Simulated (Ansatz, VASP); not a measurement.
Two plane-wave programs on TePb

File INCAR:

```
  PREC = Accurate
  ENCUT = 520
  EDIFF = 1E-6
  ISMEAR = 0
  SIGMA = 0.1
  LREAL = F
  LASPH = T
  NELM = 80
  ALGO = Normal
  ISIF = 2
  LWAVE = F
  LCHARG = F
  GGA = PS
  NBANDS = 17
```

File KPOINTS:

```
Automatic mesh
0
Gamma
  10 10 10
```

POSCAR

```
TePb
1.0
    4.0022870000      0.0000000000      0.0000000000
    0.0000000000      4.0022870000      0.0000000000
    0.0000000000      0.0000000000      4.0022870000
Te Pb
1 1
Direct
    0.5374785716      0.5000000000      0.5000000000
    0.0000000000      0.0000000000      0.0000000000
```

Input for Ansatz:

```yaml
crystal:
  lattice:
    - [4.002287, 0.0, 0.0]
    - [0.0, 4.002287, 0.0]
    - [0.0, 0.0, 4.002287]
  atoms:
    - { symbol: Te, position: [0.5374785716, 0.5, 0.5] }
    - { symbol: Pb, position: [0.0, 0.0, 0.0] }
basis:
  ecutwfc: 420
kpoints:
  mp_grid: { grid: [10, 10, 10] }
hamiltonian:
  xc: pbesol
scf:
  occupations: { method: gaussian, width: 0.1 }
output:
  forces: true
  stress: true
  eigenvalues: true
```

Change from the starting cell: one atom moved.

Alike in both runs: task single point; functional PBEsol; k mesh 10 × 10 × 10; occupations gaussian, width 0.1 eV; no spin polarisation.

|  | VASP | Ansatz |
| --- | --- | --- |
| version | VASP 6.6.1 | Ansatz 0.2.0 |
| potentials or method | VASP PAW PBE potentials, release 64 (Te, Pb_d), cutoff 520 eV | scalar-relativistic, plane waves, PAW |
| valence electrons in the cell | 20 | 30 |

|  | VASP | Ansatz | Ansatz less VASP |
| --- | --- | --- | --- |
| gap on the k mesh at the Fermi level (eV) | none | none | - |
| pressure (GPa) | -2.7 | -2.7 | +0.02 |
| traceless stress, the component that is largest in VASP (GPa) | 0.06 | 0.06 | 0.000 |
| rms of the force components (eV/Å) | 0.037 | 0.038 | +0.0007 |

VASP's potentials were made for PBE, not for PBEsol. Atom by atom the forces differ by 0.001 eV/Å (rms over components). A gap of «none» marks a metal or a gap that the smearing closes. VASP's potentials hold 20 valence electrons a cell and Ansatz's 30, so a difference there can come from the potentials and not from the codes.

Neither program's run includes spin-orbit coupling.
